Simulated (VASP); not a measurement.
Write the native input for VASP 6.6.1 that does the following.

| Quantity | Value |
| --- | --- |
| Task | single point |
| Functional | PBE |
| Dispersion | D3(BJ) |
| Potentials or basis | VASP PAW PBE potentials, release 64 (Mg, Te) |
| Cutoff | 600 eV |
| k mesh | 6 × 6 × 4 |
| Occupations | gaussian, width 0.1 eV |
| Spin | no spin polarisation |
| Dipole correction | no |
| Further INCAR settings | ALGO = Normal; EDIFF = 1e-06; NBANDS = 16 |

The structure of MgTe (d3) lies in POSCAR:

```
MgTe
1.0
    4.5902025400      0.0000000000      0.0000000000
   -2.2951012700      3.9752320100      0.0000000000
    0.0000000000      0.0000000000      7.4378057100
Mg Te
2 2
Direct
    0.3333333300      0.6666666700      0.9959911700
    0.6666666700      0.3333333300      0.4959911700
    0.3333333300      0.6666666700      0.3740088300
    0.6666666700      0.3333333300      0.8740088300
```

The input as run:

INCAR

```
SYSTEM = MgTe
ALGO     = Normal         ! electronic algorithm
EDIFF    = 1E-6           ! SCF threshold, eV
ENCUT    = 600            ! plane-wave cutoff, eV
GGA      = PE             ! functional
GGA_COMPAT= .False.      
ISIF     = 2              ! what is computed and relaxed
ISMEAR   = 0              ! smearing method
IVDW     = 12             ! dispersion correction
LASPH    = .True.         ! aspherical terms in the spheres
LCHARG   = .False.        ! write CHGCAR
LREAL    = .False.        ! projectors in reciprocal space
LWAVE    = .False.        ! write WAVECAR
NBANDS   = 16             ! bands
NELM     = 120            ! most SCF steps
PREC     = Accurate       ! precision mode
SIGMA    = 0.1            ! smearing width, eV
```

KPOINTS

```
k-points
0
Gamma
  6 6 4
  0 0 0
```

Potentials or basis: VASP PAW PBE potentials, release 64 (Mg, Te).

Run with:

```sh
$ cat potpaw_PBE.64/Mg/POTCAR potpaw_PBE.64/Te/POTCAR > POTCAR
$ mpirun -np 1 vasp_std > vasp.out
```

It gave:

| Item | Value |
| --- | --- |
| Pressure | -1.0 GPa |
| Largest force | 0.022 eV/Å |
| Band gap on the k mesh | 2.41 eV, direct |
| Dispersion energy per atom | -0.289 eV |

Caveat: spin-orbit coupling is left out, which moves the levels of the heavy elements.

Wall time 47 s on 1 thread of Intel(R) Xeon(R) Platinum 8559C (Emerald Rapids), with other jobs on the host, peak memory 0.31 GiB.
